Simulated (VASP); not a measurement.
Ga3Sb, 4 atoms in the cell. The structure is tetragonal, space group I4/mmm (No. 139). The conventional cell has a = 4.448 Å, b = 4.448 Å, c = 7.930 Å, α = 90.00°, β = 90.00°, γ = 90.00°. Within 4.0 Å of Ga (site symmetry -4m2) lie 10 Ga at 2.98 to 3.96 Å and 4 Sb at 2.98 Å. Ga (site symmetry 4/mmm) has 8 Ga at 2.98 Å and 6 Sb at 3.15 to 3.96 Å within 4.0 Å. Sb (site symmetry 4/mmm) has 14 Ga at 2.98 to 3.96 Å within 4.0 Å. 

- Program: VASP 6.6.1
- Task: single point
- Functional: PBEsol
- Dispersion: D3(BJ)
- Potentials or basis: VASP PAW PBE potentials, release 64 (Ga_d, Sb)
- Cutoff: 500 eV
- k mesh: 14 × 14 × 14
- Occupations: gaussian, width 0.15 eV
- Spin: no spin polarisation
- Dipole correction: no
- Further INCAR settings: ALGO = Normal; EDIFF = 1e-06; NBANDS = 30

Potentials or basis: VASP PAW PBE potentials, release 64 (Ga_d, Sb).

The run is started by

```bash
$ cat potpaw_PBE.64/Ga_d/POTCAR potpaw_PBE.64/Sb/POTCAR > POTCAR
$ mpirun -np 1 vasp_std > vasp.out
```

Hardware: 1 thread of Intel(R) Xeon(R) Platinum 8259CL CPU @ 2.50GHz (Skylake/Cascade Lake) (shared host).

How long does it take, and how much memory?

Run time: 8.7 min on 1 thread of Intel(R) Xeon(R) Platinum 8259CL CPU @ 2.50GHz (Skylake/Cascade Lake) (shared host), peak memory 0.58 GiB. Counts: scf iterations 12, k points 244.
